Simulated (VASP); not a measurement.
# SnO2 (P4_2/mnm) in VASP: notebook

SnO2 is run at these levels: r2SCAN; tasks: single point.

Program: VASP 6.6.1. These are calculated values, not measurements. Logs are shortened: lines on timing, memory, paths and dates and some standing lists are left out, and cuts for length are marked.

## Step 1: The cell of the first run

The structure is tetragonal, space group P4_2/mnm (No. 136). Conventional cell: a = 4.903 Å, b = 4.903 Å, c = 3.201 Å, α = 90.00°, β = 90.00°, γ = 90.00°. Within 2.8 Å of Sn (site symmetry mmm) lie 6 O at 2.09 to 2.12 Å. O (site symmetry m2m) has 3 Sn at 2.09 to 2.12 Å and 1 O at 2.69 Å within 2.8 Å.

## Step 2: Single point, r2SCAN (strain +0.0300 x Voigt [1, 1, 0, 0, 0, 0])

Input file POSCAR:

```
SnO2
1.0
    4.9030229716      0.0000000000      0.0000000000
    0.0000000000      4.9030229716      0.0000000000
    0.0000000000      0.0000000000      3.2005650988
Sn O
2 4
Direct
    0.0000000000      0.0000000000      0.0000000000
    0.5000000000      0.5000000000      0.5000000000
    0.3058934984      0.3058934984      0.0000000000
    0.1941065016      0.8058934984      0.5000000000
    0.6941065016      0.6941065016      0.0000000000
    0.8058934984      0.1941065016      0.5000000000
```

Input file INCAR.step1:

```
SYSTEM = SnO2
ALGO     = Normal         ! electronic algorithm
EDIFF    = 1E-4           ! SCF threshold, eV
ENCUT    = 520            ! plane-wave cutoff, eV
GGA      = PE             ! functional
ISMEAR   = 0              ! smearing method
LASPH    = .TRUE.         ! aspherical terms in the spheres
LCHARG   = .FALSE.        ! write CHGCAR
LREAL    = .FALSE.        ! projectors in reciprocal space
LWAVE    = .TRUE.         ! write WAVECAR
NBANDS   = 35             ! bands
NELM     = 80             ! most SCF steps
PREC     = Accurate       ! precision mode
SIGMA    = 0.05           ! smearing width, eV
```

Input file INCAR.step2:

```
SYSTEM = SnO2
ALGO     = Normal         ! electronic algorithm
EDIFF    = 1E-7           ! SCF threshold, eV
ENCUT    = 520            ! plane-wave cutoff, eV
ISIF     = 2              ! what is computed and relaxed
ISMEAR   = 0              ! smearing method
ISTART   = 1            
LASPH    = .TRUE.         ! aspherical terms in the spheres
LCHARG   = .TRUE.         ! write CHGCAR
LELF     = .TRUE.         ! ELF
LMIXTAU  = .TRUE.       
LREAL    = .FALSE.        ! projectors in reciprocal space
LVHAR    = .TRUE.       
LWAVE    = .FALSE.        ! write WAVECAR
METAGGA  = R2SCAN         ! meta-GGA
NBANDS   = 35             ! bands
NELM     = 80             ! most SCF steps
PREC     = Accurate       ! precision mode
SIGMA    = 0.05           ! smearing width, eV
```

Input file KPOINTS:

```
k-points
0
G
  6 6 8
  0 0 0
```

Potentials or basis: VASP PAW PBE potentials, release 64 (Sn_d, O).

Command:

```
cat potpaw_PBE.64/Sn_d/POTCAR potpaw_PBE.64/O/POTCAR > POTCAR
cp INCAR.step1 INCAR
mpirun -np 1 vasp_std > vasp.out
cp INCAR.step2 INCAR
mpirun -np 1 vasp_std > vasp.out
```

OUTCAR:

```text
SYSTEM = SnO2
   EDIFF = 1E-7
   ENCUT = 520
   ISIF = 2
   ISMEAR = 0
   ISTART = 1
   LASPH = .TRUE.
   LREAL = .FALSE.
   METAGGA = R2SCAN
   NELM = 80
   PREC = Accurate

 ion  position               nearest neighbor table
   1  0.000  0.000  0.000-   4 2.09   6 2.09   4 2.09   6 2.09   5 2.12   3 2.12
   2  0.500  0.500  0.500-   3 2.09   5 2.09   3 2.09   5 2.09   4 2.12   6 2.12
   3  0.306  0.306  0.000-   2 2.09   2 2.09   1 2.12
   4  0.194  0.806  0.500-   1 2.09   1 2.09   2 2.12
   5  0.694  0.694  0.000-   2 2.09   2 2.09   1 2.12
   6  0.806  0.194  0.500-   1 2.09   1 2.09   2 2.12

  LATTYP: Found a simple tetragonal cell.
 ALAT       =     4.9030229716
 C/A-ratio  =     0.6527738331

  Lattice vectors:

 A1 = (   4.9030229716,   0.0000000000,   0.0000000000)
 A2 = (   0.0000000000,   4.9030229716,   0.0000000000)
 A3 = (   0.0000000000,   0.0000000000,   3.2005650988)

Analysis of symmetry for initial positions (statically):
=====================================================================
 Subroutine PRICEL returns:
 Original cell was already a primitive cell.

 Routine SETGRP: Setting up the symmetry group for a
 simple tetragonal supercell.

 Subroutine GETGRP returns: Found 16 space group operations
 (whereof  8 operations were pure point group operations)
 out of a pool of 16 trial point group operations.

The static configuration has the point symmetry D_2h.
 The point group associated with its full space group is D_4h.

Analysis of symmetry for dynamics (positions and initial velocities):
=====================================================================
 Subroutine PRICEL returns:
 Original cell was already a primitive cell.

 Routine SETGRP: Setting up the symmetry group for a
 simple tetragonal supercell.

 Subroutine GETGRP returns: Found 16 space group operations
 (whereof  8 operations were pure point group operations)
 out of a pool of 16 trial point group operations.

The dynamic configuration has the point symmetry D_2h.
 The point group associated with its full space group is D_4h.

 Subroutine INISYM returns: Found 16 space group operations
 (whereof  8 operations are pure point group operations),
 and found     1 'primitive' translations

----------------------------------------------------------------------------------------

                                     Primitive cell

  volume of cell :      76.9404

  direct lattice vectors                    reciprocal lattice vectors
     4.903022972  0.000000000  0.000000000     0.203955806  0.000000000  0.000000000
     0.000000000  4.903022972  0.000000000     0.000000000  0.203955806  0.000000000
     0.000000000  0.000000000  3.200565099     0.000000000  0.000000000  0.312444824

  length of vectors
     4.903022972  4.903022972  3.200565099     0.203955806  0.203955806  0.312444824

  position of ions in fractional coordinates (direct lattice)
     0.000000000  0.000000000  0.000000000
     0.500000000  0.500000000  0.500000000
     0.305893498  0.305893498  0.000000000
     0.194106502  0.805893498  0.500000000
     0.694106502  0.694106502  0.000000000
     0.805893498  0.194106502  0.500000000

  ion indices of the primitive-cell ions
   primitive index   ion index
                 1           1
                 2           2
                 3           3
                 4           4
                 5           5
                 6           6

----------------------------------------------------------------------------------------

 KPOINTS: k-points

Automatic generation of k-mesh.
 Grid dimensions read from file:
 generate k-points for:    6    6    8

 Generating k-lattice:

  Cartesian coordinates                     Fractional coordinates (reciprocal lattice)
     0.033992634  0.000000000  0.000000000     0.166666667  0.000000000  0.000000000
     0.000000000  0.033992634  0.000000000     0.000000000  0.166666667  0.000000000
     0.000000000  0.000000000  0.039055603     0.000000000  0.000000000  0.125000000

  Length of vectors
     0.033992634  0.033992634  0.039055603

  Shift w.r.t. Gamma in fractional coordinates (k-lattice)
     0.000000000  0.000000000  0.000000000

 Subroutine IBZKPT returns following result:
 ===========================================

 Found     50 irreducible k-points:

 Following reciprocal coordinates:
            Coordinates               Weight
  0.000000  0.000000  0.000000      1.000000
  0.166667  0.000000  0.000000      4.000000
  0.333333  0.000000  0.000000      4.000000
  0.500000  0.000000  0.000000      2.000000
  0.166667  0.166667  0.000000      4.000000
  0.333333  0.166667  0.000000      8.000000
[... 16 lines left out ...]
  0.333333  0.000000  0.250000      8.000000
  0.500000  0.000000  0.250000      4.000000
 [... further k-points ...]
   k-points           NKPTS =     50   k-points in BZ     NKDIM =     50   number of bands    NBANDS=     35
   number of dos      NEDOS =    301   number of ions     NIONS =      6
   total plane-waves  NPLWV =  31104
   dimension x,y,z NGX =    36 NGY =   36 NGZ =   24
   dimension x,y,z NGXF=    72 NGYF=   72 NGZF=   48
   ions per type =               2   4
   NGX,Y,Z   is equivalent  to a cutoff of  12.21, 12.21, 12.47 a.u.
   NGXF,Y,Z  is equivalent  to a cutoff of  24.41, 24.41, 24.93 a.u.
 SYSTEM =  SnO2
   PREC   = accura    normal or accurate (medium, high low for compatibility)
   ISTART =      1    job   : 0-new  1-cont  2-samecut
   ICHARG =      0    charge: 1-file 2-atom 10-const
   ISPIN  =      1    spin polarized calculation?
   LNONCOLLINEAR =      F non collinear calculations
   LSORBIT =      F    spin-orbit coupling
   LASPH  =      T    aspherical Exc in radial PAW
   ENCUT  =  520.0 eV  38.22 Ry    6.18 a.u.   9.12  9.12  5.95*2*pi/ulx,y,z
   NELM   =     80;   NELMIN=  2; NELMDL=  0     # of ELM steps
   EDIFF  = 0.1E-06   stopping-criterion for ELM
   LREAL  =      F    real-space projection
   EDIFFG = 0.1E-05   stopping-criterion for IOM
   NSW    =      0    number of steps for IOM
   IBRION =     -1    ionic relax: 0-MD 1-quasi-New 2-CG
   NFREE  =      0    steps in history (QN), initial steepest desc. (CG)
   ISIF   =      2    stress and relaxation
   ISYM   =      2    0-nonsym 1-usesym 2-fastsym
   POTIM  = 0.5000    time-step for ionic-motion
   TEBEG  =    0.0;   TEEND  =   0.0 temperature during run
   PSTRESS=    0.0 pullay stress
   NELECT =      52.0000    total number of electrons
   NUPDOWN=      -1.0000    fix difference up-down
   EMIN   =  10.00;   EMAX   =-10.00  energy-range for DOS
   EFERMI =   0.00;   METHOD = LEGACY
   ISMEAR =     0;   SIGMA  =   0.05  broadening in eV -4-tet -1-fermi 0-gaus
   EFERMI_NEDOS =   21; number of points for ismear=-14 and -15
   IALGO  =     38    algorithm
   IMIX   =      4    mixing-type and parameters
     AMIX     =   0.40;   BMIX     =  1.00
     AMIX_MAG =   1.60;   BMIX_MAG =  1.00
  volume/ion in A,a.u.               =      12.82        86.54
  Fermi-wavevector in a.u.,A,eV,Ry     =   1.436672  2.714917 28.082803  2.064028
  Thomas-Fermi vector in A             =   2.555835
   LORBIT       =      0    0 simple, 1 ext, 2 COOP (PROOUT), +10 PAW based schemes
   METAGGA = R2SCAN    functional components
   LHFCALC =     F    Hartree Fock is set to
   AEXX    =    0.0000 exact exchange contribution
   IVDW    =     0    specifies the selected vdW correction
   LEPSILON=     F    determine dielectric tensor
   LRPA    =     F    only Hartree local field effects (RPA)
 non-spin polarized calculation
 Gauss-broadening in eV      SIGMA  =   0.05
  energy-cutoff  :      520.00
  volume of cell :       76.94
 maximum number of plane-waves:      2092
   NGX = 19   NGY = 19   NGZ = 11

 number of electron      51.9999977 magnetization

 Free energy of the ion-electron system (eV)
  ---------------------------------------------------
  ext. energy  EPLUGINS =         0.00000000
  ---------------------------------------------------
  free energy    TOTEN  =       -84.49806018 eV

  energy without entropy =      -84.49806018  energy(sigma->0) =      -84.49806018

 E-fermi :   5.1333     XC(G=0): -11.6230

 val. band max:        4.8769554672   @ k =   0.0000   0.0000   0.0000
 cond. band min:       6.0881860144   @ k =   0.0000   0.0000   0.0000
 fundamental gap:      1.2112305472
 Fermi energy:         5.1333002192

 k-point     1 :       0.0000    0.0000    0.0000
  band No.  band energies     occupation
      1     -16.7898      2.00000
      2     -16.0644      2.00000
      3     -15.7962      2.00000
      4     -15.7962      2.00000
      5     -15.7833      2.00000
      6     -15.6943      2.00000
[... 27 lines left out ...]
     34      17.0485      0.00000
     35      17.7802      0.00000

 k-point     2 :       0.1667    0.0000    0.0000
  band No.  band energies     occupation
      1     -16.7505      2.00000
      2     -16.1154      2.00000
      3     -15.7951      2.00000
      4     -15.7950      2.00000
      5     -15.7829      2.00000
      6     -15.7232      2.00000
[... 27 lines left out ...]
     34      17.0907      0.00000
     35      17.7897      0.00000

 k-point     3 :       0.3333    0.0000    0.0000
  band No.  band energies     occupation
      1     -16.6367      2.00000
      2     -16.2668      2.00000
      3     -15.7928      2.00000
      4     -15.7927      2.00000
      5     -15.7813      2.00000
      6     -15.7607      2.00000
[... 27 lines left out ...]
     34      17.3552      0.00000
     35      17.7405      0.00000
[... 723 lines left out ...]
 k-point    23 :       0.3333    0.0000    0.2500
  band No.  band energies     occupation
      1     -16.5307      2.00000
      2     -16.4112      2.00000
      3     -16.1099      2.00000
      4     -15.8892      2.00000
      5     -15.6902      2.00000
      6     -15.6849      2.00000
[... 27 lines left out ...]
     34      17.4482      0.00000
     35      17.7122      0.00000

 k-point    24 :       0.5000    0.0000    0.2500
  band No.  band energies     occupation
      1     -16.4901      2.00000
      2     -16.4901      2.00000
      3     -15.9863      2.00000
      4     -15.9863      2.00000
      5     -15.6870      2.00000
      6     -15.6870      2.00000
[... 27 lines left out ...]
     34      17.5951      0.00000
     35      17.9096      0.00000

 [... further k-points ...]

------------------------ aborting loop because EDIFF is reached ----------------------------------------

  FORCE on cell =-STRESS in cart. coord.  units (eV):
  Direction    XX          YY          ZZ          XY          YZ          ZX
  --------------------------------------------------------------------------------------
  -------------------------------------------------------------------------------------
  Total       -4.9740547     -4.9740547     -3.2563620     -0.0000000      0.0000000      0.0000000
  in kB     -103.5777841   -103.5777841    -67.8092179     -0.0000000      0.0000000      0.0000000
  external PRESSURE =     -91.6549287 kB  Pullay stress =       0.0000000 kB

 VOLUME and BASIS-vectors are now :
 -----------------------------------------------------------------------------
  energy-cutoff  :      520.00
  volume of cell :       76.94
      direct lattice vectors                 reciprocal lattice vectors
     4.903022972  0.000000000  0.000000000     0.203955806  0.000000000  0.000000000
     0.000000000  4.903022972  0.000000000     0.000000000  0.203955806  0.000000000
     0.000000000  0.000000000  3.200565099     0.000000000  0.000000000  0.312444824

 POSITION                                       TOTAL-FORCE (eV/Angst)
 -----------------------------------------------------------------------------------
      0.00000      0.00000      0.00000         0.000000     -0.000000      0.000000
      2.45151      2.45151      1.60028         0.000000     -0.000000      0.000000
      1.49980      1.49980      0.00000         0.111771      0.111771     -0.000000
      0.95171      3.95131      1.60028        -0.111771      0.111771      0.000000
      3.40322      3.40322      0.00000        -0.111771     -0.111771      0.000000
      3.95131      0.95171      1.60028         0.111771     -0.111771      0.000000
 -----------------------------------------------------------------------------------
    total drift:                                0.000000      0.000000      0.000000

  FREE ENERGIE OF THE ION-ELECTRON SYSTEM (eV)
  ---------------------------------------------------
  free  energy   TOTEN  =       -84.4980601777 eV

  energy  without entropy=      -84.4980601777  energy(sigma->0) =      -84.49806018
```

Run time: 6.6 min. Hardware: 1 thread of Intel Xeon 8259CL, shared host; peak memory 0.25 GiB.

What came out:

```
Free energy            : -84.4981 eV
Pressure               : -9.2 GPa
Largest force          : 0.158 eV/Å
Band gap on the k mesh : 1.21 eV
```

Forces in eV/Å, atoms in the order of the input:
```
Sn   0.000  0.000  0.000
Sn   0.000  0.000  0.000
O    0.112  0.112  0.000
O   -0.112  0.112  0.000
O   -0.112 -0.112  0.000
O    0.112 -0.112  0.000
```

Caveat: the cell differs from its parent crystal (strain +0.0300 x Voigt [1, 1, 0, 0, 0, 0]); the cell stands under tension; the PAW data sets were made with another functional, which shifts forces and pressure a little; spin-orbit coupling is left out, which moves the levels of the heavy elements.

## Step 3: Single point, r2SCAN (strain +0.0450 x Voigt [1, 1, 0, 0, 0, 0])

Changes to POSCAR since step 2:

```diff
@@ -2,4 +2,4 @@
 1.0
-    4.9030229716      0.0000000000      0.0000000000
-    0.0000000000      4.9030229716      0.0000000000
+    4.9744262188      0.0000000000      0.0000000000
+    0.0000000000      4.9744262188      0.0000000000
     0.0000000000      0.0000000000      3.2005650988
```

Input file INCAR.step1:

```
PREC = Accurate
ENCUT = 520
ISMEAR = 0
SIGMA = 0.05
LREAL = False
LASPH = True
NELM = 60
NBANDS = 35
GGA = PE
ALGO = Normal
EDIFF = 1E-4
LWAVE = True
LCHARG = False
```

Input file INCAR.step2:

```
PREC = Accurate
ENCUT = 520
EDIFF = 1E-6
ISMEAR = 0
SIGMA = 0.05
LREAL = False
LASPH = True
NELM = 60
ALGO = Normal
ISIF = 2
LWAVE = False
LCHARG = False
METAGGA = R2SCAN
LMIXTAU = True
NBANDS = 35
ISTART = 1
```

Input file KPOINTS:

```
Automatic mesh
0
Gamma
  6 6 8
```

Potentials or basis: VASP PAW PBE potentials, release 64 (Sn_d, O).

Command:

```
cat potpaw_PBE.64/Sn_d/POTCAR potpaw_PBE.64/O/POTCAR > POTCAR
cp INCAR.step1 INCAR
mpirun -np 1 vasp_std > vasp.out
cp INCAR.step2 INCAR
mpirun -np 1 vasp_std > vasp.out
```

Wall time 7.9 min (1 thread of Intel Xeon 8259CL, shared host); peak memory 0.27 GiB.

The run converged. Its results:

```
Free energy            : -84.3243 eV
Pressure               : -13.1 GPa
Largest force          : 0.297 eV/Å
Band gap on the k mesh : 0.96 eV
```

Forces on the atoms (eV/Å):
```
Sn   0.000  0.000  0.000
Sn   0.000  0.000  0.000
O    0.210  0.210  0.000
O   -0.210  0.210  0.000
O   -0.210 -0.210  0.000
O    0.210 -0.210  0.000
```

Stress tensor (GPa, compression positive):
```
-14.66   0.00   0.00
  0.00 -14.66   0.00
  0.00   0.00  -9.96
```

Levels at points of the mesh, in eV from the valence-band top:
| k point | band 24 | band 25 | band 26 | band 27 | band 28 | band 29 |
| --- | --- | --- | --- | --- | --- | --- |
| (0.00, 0.00, 0.00) | -0.75 | -0.75 | 0.00 | 0.96 | 6.33 | 6.82 |
| (0.50, 0.00, 0.00) | -1.09 | -0.61 | -0.61 | 4.10 | 4.10 | 7.60 |
| (0.50, 0.50, 0.00) | -1.19 | -0.90 | -0.90 | 4.59 | 4.59 | 7.77 |
| (0.00, 0.00, 0.50) | -1.43 | -1.14 | -1.14 | 5.85 | 5.85 | 9.69 |
| (0.50, 0.00, 0.50) | -0.99 | -0.82 | -0.82 | 6.06 | 6.06 | 7.85 |
| (0.50, 0.50, 0.50) | -0.90 | -0.80 | -0.80 | 4.59 | 4.59 | 9.12 |

Caveat: the cell differs from its parent crystal (strain +0.0450 x Voigt [1, 1, 0, 0, 0, 0]); the cell stands under tension; the PAW data sets were made with another functional, which shifts forces and pressure a little; spin-orbit coupling is left out, which moves the levels of the heavy elements.

[end of part 1 of 2]
